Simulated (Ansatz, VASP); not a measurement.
## Cs3Ge2S3: VASP beside Ansatz

```
Cs Ge S
1.0
     3.77660    2.18042    6.37794
    -3.77660    2.18042    6.37794
     0.00000   -4.36084    6.37794
Cs Ge S
3 2 3
Cartesian
  0.0000 0.0000 9.5669
  0.0000 0.0000 1.7582
  0.0000 0.0000 17.3756
  0.0000 0.0000 5.4013
  0.0000 0.0000 13.7325
  0.0000 2.1804 6.3779
  -1.8883 -1.0902 6.3779
  1.8883 -1.0902 6.3779
```

Change from the starting cell: species swapped into the K3Sb2Au3 type (R-3m, No. 166).

Alike in both runs: functional PBE; k mesh 6 × 6 × 6; occupations gaussian, width 0.1 eV; no spin polarisation.

Ansatz relaxed the structure, and its values are those at the end. VASP's run is a single point on that final structure, the one shown.

|  | VASP | Ansatz |
| --- | --- | --- |
| version | VASP 6.6.1 | Ansatz 0.2.0 |
| potentials or method | VASP PAW PBE potentials, release 64 (Cs_sv, Ge_d, S), cutoff 520 eV | scalar-relativistic, plane waves, PAW |
| valence electrons in the cell | 73 | 73 |

```tsv
	VASP	Ansatz	Ansatz less VASP
gap on the k mesh at the Fermi level (eV)	none	none	-
pressure (GPa)	0.0	0.0	+0.01
```

A gap of «none» marks a metal or a gap that the smearing closes. The functional is the same, so the differences come from potentials, cutoffs and numerics.

Neither program's run includes spin-orbit coupling.
